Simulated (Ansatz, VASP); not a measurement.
# Two plane-wave programs on Pb

The input INCAR:

```
PREC = Accurate
ENCUT = 520
EDIFF = 1E-6
ISMEAR = -1
SIGMA = 0.05
LREAL = F
LASPH = T
NELM = 80
ALGO = Normal
ISIF = 2
LWAVE = F
LCHARG = T
GGA = RP
IVDW = 12
LELF = T
LVHAR = T
NBANDS = 13
```

The input KPOINTS:

```
Automatic mesh
0
Gamma
  9 9 9
```

POSCAR

```
Pb
1.0
    0.0000000000      2.4750200000      2.4750200000
    2.4750200000      0.0000000000      2.4750200000
    2.4750200000      2.4750200000      0.0000000000
Pb
1
Direct
    0.0000000000      0.0000000000      0.0000000000
```

File input.yaml:

```yaml
crystal:
  lattice:
    - [0.0, 2.47502, 2.47502]
    - [2.47502, 0.0, 2.47502]
    - [2.47502, 2.47502, 0.0]
  atoms:
    - { symbol: Pb, position: [0.0, 0.0, 0.0] }
hamiltonian:
  xc: rpbe
  pseudopotentials: { kind: paw }
  dispersion: d3bj
kpoints:
  mp_grid: { grid: [9, 9, 9] }
scf:
  occupations: { method: fermi_dirac, width: 0.05 }
output:
  forces: true
  stress: true
  eigenvalues: true
```

Alike in both runs: task single point; functional RPBE; dispersion D3(BJ); k mesh 9 × 9 × 9; occupations fermi-dirac, width 0.05 eV; no spin polarisation.

|  | VASP | Ansatz |
| --- | --- | --- |
| version | VASP 6.6.1 | Ansatz 0.2.0 |
| potentials or method | VASP PAW PBE potentials, release 64 (Pb_d) | Ansatz PAW |
| plane-wave cutoff (eV) | 520 | 420 |
| valence electrons in the cell | 14 | 14 |

|  | VASP | Ansatz | Ansatz less VASP |
| --- | --- | --- | --- |
| gap on the k mesh at the Fermi level (eV) | none | none | - |
| pressure (GPa) | -16.8 | -16.8 | +0.06 |

VASP's potentials were made for PBE, not for RPBE. A gap of «none» marks a metal or a gap that the smearing closes.

Neither program's run includes spin-orbit coupling.
